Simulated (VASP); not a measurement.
# Ta (Fm-3m) in VASP: further runs

Runs on Ta. Level: PBEsol. Tasks: single point, relaxation of cell and atoms.

All numbers are computed with VASP 6.6.1; they aren't measurements. Logs are shortened: lines on timing, memory, paths and dates and some standing lists are left out, and cuts for length are marked.

## Step 1: The cell of the first run

The structure is cubic, space group Fm-3m (No. 225). The conventional cell has a = 4.176 Å, b = 4.176 Å, c = 4.176 Å, α = 90.00°, β = 90.00°, γ = 90.00°. Ta (site symmetry m-3m) has 12 Ta at 2.95 Å within 3.9 Å.

This isn't the form of Ta at room conditions, which is bcc.

## Step 2: Single point, PBEsol

INCAR reads:

```
SYSTEM = Ta
PREC = Accurate
ENCUT = 500
EDIFF = 1E-6
ISMEAR = -1
SIGMA = 0.05
LREAL = .FALSE.
LASPH = .TRUE.
NELM = 120
ALGO = Normal
ISIF = 2
LWAVE = .FALSE.
LCHARG = .FALSE.
GGA = PS
NBANDS = 12
GGA_COMPAT = .FALSE.
```

KPOINTS reads:

```
Automatic mesh
0
G
  17 17 17
  0 0 0
```

POSCAR reads:

```
Ta
1.0
    0.0000000000      2.0880129795      2.0880129795
    2.0880129795      0.0000000000      2.0880129795
    2.0880129795      2.0880129795      0.0000000000
Ta
1
Direct
    0.0000000000      0.0000000000      0.0000000000
```

Potentials or basis: VASP PAW PBE potentials, release 64 (Ta_pv).

Run with:

```
> cat potpaw_PBE.64/Ta_pv/POTCAR > POTCAR
> mpirun -np 1 vasp_std > vasp.out
```

OUTCAR:

```text
SYSTEM = Ta
   PREC = Accurate
   ENCUT = 500
   EDIFF = 1E-6
   ISMEAR = -1
   LREAL = .FALSE.
   LASPH = .TRUE.
   NELM = 120
   ISIF = 2
   GGA = PS

 ion  position               nearest neighbor table
   1  0.000  0.000  0.000-

  LATTYP: Found a face centered cubic cell.
 ALAT       =     4.1760259590

  Lattice vectors:

 A1 = (   0.0000000000,   2.0880129795,   2.0880129795)
 A2 = (   2.0880129795,   0.0000000000,   2.0880129795)
 A3 = (   2.0880129795,   2.0880129795,   0.0000000000)

Analysis of symmetry for initial positions (statically):
=====================================================================
 Subroutine PRICEL returns:
 Original cell was already a primitive cell.

 Routine SETGRP: Setting up the symmetry group for a
 face centered cubic supercell.

 Subroutine GETGRP returns: Found 48 space group operations
 (whereof 48 operations were pure point group operations)
 out of a pool of 48 trial point group operations.

The static configuration has the point symmetry O_h .

Analysis of symmetry for dynamics (positions and initial velocities):
=====================================================================
 Subroutine PRICEL returns:
 Original cell was already a primitive cell.

 Routine SETGRP: Setting up the symmetry group for a
 face centered cubic supercell.

 Subroutine GETGRP returns: Found 48 space group operations
 (whereof 48 operations were pure point group operations)
 out of a pool of 48 trial point group operations.

The dynamic configuration has the point symmetry O_h .

 Subroutine INISYM returns: Found 48 space group operations
 (whereof 48 operations are pure point group operations),
 and found     1 'primitive' translations

----------------------------------------------------------------------------------------

                                     Primitive cell

  volume of cell :      18.2066

  direct lattice vectors                    reciprocal lattice vectors
     0.000000000  2.088012980  2.088012980    -0.239462113  0.239462113  0.239462113
     2.088012980  0.000000000  2.088012980     0.239462113 -0.239462113  0.239462113
     2.088012980  2.088012980  0.000000000     0.239462113  0.239462113 -0.239462113

  length of vectors
     2.952896274  2.952896274  2.952896274     0.414760546  0.414760546  0.414760546

  position of ions in fractional coordinates (direct lattice)
     0.000000000  0.000000000  0.000000000

  ion indices of the primitive-cell ions
   primitive index   ion index
                 1           1

[... 79 lines left out ...]
   POTIM  = 0.5000    time-step for ionic-motion
   TEBEG  =    0.0;   TEEND  =   0.0 temperature during run
   PSTRESS=    0.0 pullay stress
   NELECT =      11.0000    total number of electrons
   NUPDOWN=      -1.0000    fix difference up-down
   EMIN   =  10.00;   EMAX   =-10.00  energy-range for DOS
   EFERMI =   0.00;   METHOD = LEGACY
   ISMEAR =    -1;   SIGMA  =   0.05  broadening in eV -4-tet -1-fermi 0-gaus
   EFERMI_NEDOS =   21; number of points for ismear=-14 and -15
   IALGO  =     38    algorithm
   IMIX   =      4    mixing-type and parameters
     AMIX     =   0.40;   BMIX     =  1.00
     AMIX_MAG =   1.60;   BMIX_MAG =  1.00
  volume/ion in A,a.u.               =      18.21       122.86
  Fermi-wavevector in a.u.,A,eV,Ry     =   1.383978  2.615339 26.060534  1.915395
  Thomas-Fermi vector in A             =   2.508525
   LORBIT       =      0    0 simple, 1 ext, 2 COOP (PROOUT), +10 PAW based schemes
   GGA     = PS    functional components
   LHFCALC =     F    Hartree Fock is set to
   AEXX    =    0.0000 exact exchange contribution
   IVDW    =     0    specifies the selected vdW correction
   LEPSILON=     F    determine dielectric tensor
   LRPA    =     F    only Hartree local field effects (RPA)
 non-spin polarized calculation
  energy-cutoff  :      500.00
  volume of cell :       18.21
 maximum number of plane-waves:       479
 NGX is ok and might be reduce to    24
   NGX = 11   NGY = 11   NGZ = 11

 number of electron      11.0000001 magnetization

 Free energy of the ion-electron system (eV)
  ---------------------------------------------------
  ext. energy  EPLUGINS =         0.00000000
  ---------------------------------------------------
  free energy    TOTEN  =       -12.29259036 eV

  energy without entropy =      -12.28334280  energy(sigma->0) =      -12.28796658

 E-fermi :   5.6217     XC(G=0): -12.6761

 val. band max:        5.5914961922   @ k =   0.1176   0.0000   0.0000
 cond. band min:       5.6551090369   @ k =  -0.3529   0.4118   0.1176
 fundamental gap:      0.0636128447
 Fermi energy:         5.6216942481

 k-point     1 :       0.0000    0.0000    0.0000
  band No.  band energies     occupation
      1     -27.8514      2.00000
      2     -27.8514      2.00000
      3     -27.8514      2.00000
      4      -2.6550      2.00000
      5       6.0390      0.00047
      6       6.0390      0.00047
      7       6.0390      0.00047
      8       9.1555      0.00000
      9       9.1555      0.00000
     10      18.2198      0.00000
     11      19.8147      0.00000
     12      23.1802      0.00000
[... 331 lines left out ...]
 k-point    24 :      -0.1176    0.0588    0.0000
  band No.  band energies     occupation
      1     -28.0801      2.00000
      2     -27.9094      2.00000
      3     -27.8702      2.00000
      4      -1.7790      2.00000
      5       5.3546      1.99047
      6       6.4117      0.00000
      7       6.4220      0.00000
      8       8.5270      0.00000
      9       9.1781      0.00000
     10      19.8039      0.00000
     11      19.8620      0.00000
     12      20.9111      0.00000

 [... further k-points ...]

------------------------ aborting loop because EDIFF is reached ----------------------------------------

  FORCE on cell =-STRESS in cart. coord.  units (eV):
  Direction    XX          YY          ZZ          XY          YZ          ZX
  --------------------------------------------------------------------------------------
  -------------------------------------------------------------------------------------
  Total        0.0111487      0.0111487      0.0111487     -0.0000000      0.0000000      0.0000000
  in kB        0.9810815      0.9810815      0.9810815     -0.0000000      0.0000000      0.0000000
  external PRESSURE =       0.9810815 kB  Pullay stress =       0.0000000 kB

 VOLUME and BASIS-vectors are now :
 -----------------------------------------------------------------------------
  energy-cutoff  :      500.00
  volume of cell :       18.21
      direct lattice vectors                 reciprocal lattice vectors
     0.000000000  2.088012980  2.088012980    -0.239462113  0.239462113  0.239462113
     2.088012980  0.000000000  2.088012980     0.239462113 -0.239462113  0.239462113
     2.088012980  2.088012980  0.000000000     0.239462113  0.239462113 -0.239462113

 POSITION                                       TOTAL-FORCE (eV/Angst)
 -----------------------------------------------------------------------------------
      0.00000      0.00000      0.00000         0.000000      0.000000     -0.000000
 -----------------------------------------------------------------------------------
    total drift:                                0.000000     -0.000000     -0.000000

  FREE ENERGIE OF THE ION-ELECTRON SYSTEM (eV)
  ---------------------------------------------------
  free  energy   TOTEN  =       -12.2925903568 eV

  energy  without entropy=      -12.2833427967  energy(sigma->0) =      -12.28796658
```

stdout:

```text
POSCAR found type information on POSCAR Ta
 POSCAR found :  1 types and       1 ions
 scaLAPACK will be used
 -----------------------------------------------------------------------------
|                                                                             |
|                                                                             |
|     You enforced a specific xc type in the INCAR file but a different       |
|     I HOPE YOU KNOW WHAT YOU ARE DOING!                                     |
|                                                                             |
 -----------------------------------------------------------------------------

 LDA part: xc-table for (Slater+PW92), standard interpolation
 POSCAR, INCAR and KPOINTS ok, starting setup
 FFT: planning ... GRIDC
 FFT: planning ... GRID_SOFT
 FFT: planning ... GRID
 WAVECAR not read
 entering main loop
```

Run time: 39 s. Hardware: 1 thread of Intel Xeon Platinum 8259CL at 2.50GHz (Skylake/Cascade Lake), shared host; peak memory 0.16 GiB.

Results:

```yaml
Free_energy: -12.2926 eV
Pressure: 0.1 GPa
Band_gap_on_the_k_mesh: zero (an odd number of electrons rules out a gap without spin polarisation)
```

Levels at points of the mesh, in eV from the Fermi level:
```tsv
k point	band 3	band 4	band 5	band 6	band 7	band 8
(0.00, 0.00, 0.00)	-33.47	-8.28	0.42	0.42	0.42	3.53
```

Caveat: the PAW data sets were made with another functional, which shifts forces and pressure a little; spin-orbit coupling is left out, which moves the levels of the heavy elements.

## Step 3: Relaxation of cell and atoms, PBEsol

This run uses another cell than the first one, of 18.00 Å³/atom.

INCAR reads:

```
  PREC = Accurate
  ENCUT = 500
  EDIFF = 1E-7
  ISMEAR = -1
  SIGMA = 0.05
  LREAL = F
  LASPH = T
  NELM = 120
  ALGO = Normal
  ISIF = 3
  LWAVE = F
  LCHARG = F
  GGA = PS
  IBRION = 2
  NSW = 80
  EDIFFG = -0.02
  GGA_COMPAT = F
  NELMIN = 4
```

KPOINTS reads:

```
Automatic mesh
0
Gamma
  17 17 17
```

POSCAR reads:

```
Ta
1.0
    0.0000000000      2.0800000000      2.0800000000
    2.0800000000      0.0000000000      2.0800000000
    2.0800000000      2.0800000000      0.0000000000
Ta
1
Direct
    0.0000000000      0.0000000000      0.0000000000
```

Potentials or basis: VASP PAW PBE potentials, release 64 (Ta_pv).

Run with:

```
> cat potpaw_PBE.64/Ta_pv/POTCAR > POTCAR
> mpirun -np 1 vasp_std > vasp.out
```

OUTCAR:

```text
PREC = Accurate
   ENCUT = 500
   EDIFF = 1E-7
   ISMEAR = -1
   LREAL = F
   LASPH = T
   NELM = 120
   ISIF = 3
   GGA = PS
   IBRION = 2
   NSW = 80
   EDIFFG = -0.02
   NELMIN = 4

 ion  position               nearest neighbor table
   1  0.000  0.000  0.000-

  LATTYP: Found a face centered cubic cell.
 ALAT       =     4.1600000000

  Lattice vectors:

 A1 = (   0.0000000000,   2.0800000000,   2.0800000000)
 A2 = (   2.0800000000,   0.0000000000,   2.0800000000)
 A3 = (   2.0800000000,   2.0800000000,   0.0000000000)

Analysis of symmetry for initial positions (statically):
=====================================================================
 Subroutine PRICEL returns:
 Original cell was already a primitive cell.

 Routine SETGRP: Setting up the symmetry group for a
 face centered cubic supercell.

 Subroutine GETGRP returns: Found 48 space group operations
 (whereof 48 operations were pure point group operations)
 out of a pool of 48 trial point group operations.

The static configuration has the point symmetry O_h .

Analysis of symmetry for dynamics (positions and initial velocities):
[... 167 lines left out ...]
  in kB       25.1721424     25.1721424     25.1721424      0.0000000     -0.0000000      0.0000000
  external PRESSURE =      25.1721424 kB  Pullay stress =       0.0000000 kB
[... 57 lines left out ...]
--------------------------------------- Ionic step        3  -------------------------------------------

 number of electron      11.0000001 magnetization

 Free energy of the ion-electron system (eV)
  ---------------------------------------------------
  ext. energy  EPLUGINS =         0.00000000
  ---------------------------------------------------
  free energy    TOTEN  =       -12.29251920 eV

  energy without entropy =      -12.28326666  energy(sigma->0) =      -12.28789293

 E-fermi :   5.6171     XC(G=0): -12.6733

 val. band max:        5.5874576842   @ k =   0.1176   0.0000   0.0000
 cond. band min:       5.6499039701   @ k =  -0.3529   0.4118   0.1176
 fundamental gap:      0.0624462859
 Fermi energy:         5.6170686785

 k-point     1 :       0.0000    0.0000    0.0000
  band No.  band energies     occupation
      1     -27.8580      2.00000
      2     -27.8580      2.00000
      3     -27.8580      2.00000
      4      -2.6573      2.00000
      5       6.0346      0.00047
      6       6.0346      0.00047
      7       6.0346      0.00047
      8       9.1488      0.00000
      9       9.1488      0.00000
[... 265 lines left out ...]
 k-point    24 :      -0.1176    0.0588    0.0000
  band No.  band energies     occupation
      1     -28.0862      2.00000
      2     -27.9159      2.00000
      3     -27.8767      2.00000
      4      -1.7819      2.00000
      5       5.3507      1.99033
      6       6.4071      0.00000
      7       6.4175      0.00000
      8       8.5210      0.00000
      9       9.1715      0.00000

 [... further k-points ...]

------------------------ aborting loop because EDIFF is reached ----------------------------------------

  FORCE on cell =-STRESS in cart. coord.  units (eV):
  Direction    XX          YY          ZZ          XY          YZ          ZX
  --------------------------------------------------------------------------------------
  -------------------------------------------------------------------------------------
  Total       -0.0023690     -0.0023690     -0.0023690      0.0000000     -0.0000000      0.0000000
  in kB       -0.2083577     -0.2083577     -0.2083577      0.0000000     -0.0000000      0.0000000
  external PRESSURE =      -0.2083577 kB  Pullay stress =       0.0000000 kB
[... 16 lines left out ...]
  FREE ENERGIE OF THE ION-ELECTRON SYSTEM (eV)
  ---------------------------------------------------
  free  energy   TOTEN  =       -12.2925191954 eV

  energy  without entropy=      -12.2832666559  energy(sigma->0) =      -12.28789293

 reached required accuracy - stopping structural energy minimisation
```

OSZICAR:

```text
N       E                     dE             d eps       ncg     rms          rms(c)
DAV:   1     0.444477611055E+02    0.44448E+02   -0.64877E+03  2970   0.114E+03
DAV:   2    -0.121992715981E+02   -0.56647E+02   -0.55720E+02  3852   0.241E+02
DAV:   3    -0.128170206310E+02   -0.61775E+00   -0.60590E+00  3402   0.254E+01
[... 21 lines left out ...]
DAV:   2    -0.123019082627E+02    0.41987E-01   -0.58585E-02  3025   0.308E+00    0.669E-01
DAV:   3    -0.122923506719E+02    0.95576E-02   -0.31951E-02  3117   0.218E+00    0.272E-01
DAV:   4    -0.122925201532E+02   -0.16948E-03   -0.36496E-04  3262   0.215E-01    0.267E-02
DAV:   5    -0.122925190921E+02    0.10611E-05   -0.42211E-05  3203   0.785E-02    0.146E-02
DAV:   6    -0.122925192204E+02   -0.12835E-06   -0.98510E-07  3090   0.124E-02    0.131E-03
DAV:   7    -0.122925191954E+02    0.25058E-07   -0.70288E-09  1644   0.111E-03
   3 F= -.12292519E+02 E0= -.12287893E+02  d E =-.168192E-02
```

Run time: 59 s. Hardware: 1 thread of Intel Xeon Platinum 8259CL at 2.50GHz (Skylake/Cascade Lake), shared host; peak memory 0.17 GiB.

Results:

- Free energy: -12.2925 eV
- Relaxed volume: 18.22 Å³/atom
- Relaxed cell: a = 2.953 Å, b = 2.953 Å, c = 2.953 Å, α = 60.00°, β = 60.00°, γ = 60.00°
- Space group after relaxing (to 0.1 Å): Fm-3m (No. 225)
- Energy gained by relaxing: 1.7 meV/atom
- Ionic steps: 3
- Pressure after relaxing: 0.0 GPa
- Band gap on the k mesh: zero (an odd number of electrons rules out a gap without spin polarisation)

The path:
```csv
step,energy change (eV),largest force (eV/Å),pressure (GPa),volume (Å³)
1,0.0000,0.0000,2.52,18.00
2,0.0078,0.0000,-5.57,18.74
3,-0.0017,0.0000,-0.02,18.22
```

Final structure:
```cif
data_structure
_symmetry_space_group_name_H-M 'P 1'
_symmetry_Int_Tables_number 1
_cell_length_a 2.9534
_cell_length_b 2.9534
_cell_length_c 2.9534
_cell_angle_alpha 60.000
_cell_angle_beta 60.000
_cell_angle_gamma 60.000
_cell_volume 18.22
loop_
_atom_site_label
_atom_site_type_symbol
_atom_site_fract_x
_atom_site_fract_y
_atom_site_fract_z
_atom_site_occupancy
Ta1 Ta 0.00000 0.00000 0.00000 1
```

Levels at points of the mesh, in eV from the Fermi level:
```tsv
k point	band 2	band 3	band 4	band 5	band 6	band 7	band 8	band 9
(0.00, 0.00, 0.00)	-33.48	-33.48	-8.27	0.42	0.42	0.42	3.53	3.53
```

Caveat: the PAW data sets were made with another functional, which shifts forces and pressure a little; spin-orbit coupling is left out, which moves the levels of the heavy elements.
